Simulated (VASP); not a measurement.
Set up this calculation in VASP 6.6.1, as the native input.

| Item | Value |
| --- | --- |
| Task | single point |
| Functional | r2SCAN |
| Potentials or basis | VASP PAW PBE potentials, release 64 (Na_pv, Cl) |
| Cutoff | 520 eV |
| k mesh | 6 × 6 × 4 |
| Occupations | gaussian, width 0.01 eV |
| Spin | no spin polarisation |
| Dipole correction | no |
| Further INCAR settings | ALGO = Normal; EDIFF = 1e-06; NBANDS = 22 |

The system is NaCl.

```xyz
4
Lattice="3.8923 0.0000 0.0000 -1.9461 3.3708 0.0000 0.0000 0.0000 6.7368" Properties=species:S:1:pos:R:3 pbc="T T T"
Na    0.0000    0.0000    0.0000
Na    0.0000    0.0000    3.3684
Cl    0.0000    2.2472    1.6842
Cl    1.9461    1.1236    5.0526
```

These files were run (other wordings do the same):

POSCAR

```
NaCl
1.0
    3.8922715004      0.0000000000      0.0000000000
   -1.9461357502      3.3708059977      0.0000000000
    0.0000000000      0.0000000000      6.7368164122
Na Cl
2 2
Direct
    0.0000000000      0.0000000000      0.0000000000
    0.0000000000      0.0000000000      0.5000000000
    0.3333333333      0.6666666667      0.2500000000
    0.6666666667      0.3333333333      0.7500000000
```

INCAR.step1

```
  PREC = Accurate
  ENCUT = 520
  ISMEAR = 0
  SIGMA = 0.01
  LREAL = False
  LASPH = True
  NELM = 60
  NBANDS = 22
  GGA = PE
  ALGO = Normal
  EDIFF = 1E-4
  LWAVE = True
  LCHARG = False
```

INCAR.step2

```
  PREC = Accurate
  ENCUT = 520
  EDIFF = 1E-6
  ISMEAR = 0
  SIGMA = 0.01
  LREAL = False
  LASPH = True
  NELM = 60
  ALGO = Normal
  ISIF = 2
  LWAVE = False
  LCHARG = False
  METAGGA = R2SCAN
  LMIXTAU = True
  NBANDS = 22
  ISTART = 1
```

KPOINTS

```
regular mesh
0
Gamma
  6 6 4
```

Potentials or basis: VASP PAW PBE potentials, release 64 (Na_pv, Cl).

The run is started by

```sh
$ cat potpaw_PBE.64/Na_pv/POTCAR potpaw_PBE.64/Cl/POTCAR > POTCAR
$ cp INCAR.step1 INCAR
$ mpirun -np 1 vasp_std > vasp.out
$ cp INCAR.step2 INCAR
$ mpirun -np 1 vasp_std > vasp.out
```

It gave:

The pressure is -0.2 GPa. The band gap on the k mesh is 5.89 eV, direct.

Caveat: the PAW data sets were made with another functional, which shifts forces and pressure a little.

Wall time 2.3 min on 1 thread of Intel(R) Xeon(R) Platinum 8559C (Emerald Rapids) (shared host), peak memory 0.21 GiB.
